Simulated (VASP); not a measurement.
Runs of VASP 6.6.1 on FeO. The structure is that of space group Fm-3m (No. 225), or close to it. The cells are those of the table. 

```tsv
task	cell	cutoff (eV)	gap on the mesh (eV)	pressure (GPa)	moment (μB)
single point	a = 3.062 Å, angles 61.9°, 2 atoms	520	none	(a)	4.00
relaxation of shape and atoms at fixed volume	relaxed from a = 3.105 Å, angles 61.8°, 2 atoms	600	none	-12.0	4.00
single point	a = 3.084 Å, angles 61.8°, 2 atoms	520	none	-9.4	4.00
single point	a = 3.106 Å, angles 61.8°, 2 atoms	520	none	-11.8	4.00
```

Alike in all rows: level PBE+U; potentials or basis VASP PAW PBE potentials, release 64 (Fe, O); spin collinear, ferromagnetic start; Fe d U = 5.3 eV; k mesh 12 × 12 × 12; smearing gaussian 0.02 eV.

Problem. Estimate the missing entries.

Solution. (a) -6.8.

Caveats: a cell with one magnetic atom can't hold antiferromagnetic order, which such compounds often take; the cell stands under tension (at least some runs).

A gap of «none» marks levels without a gap at the run's occupations.
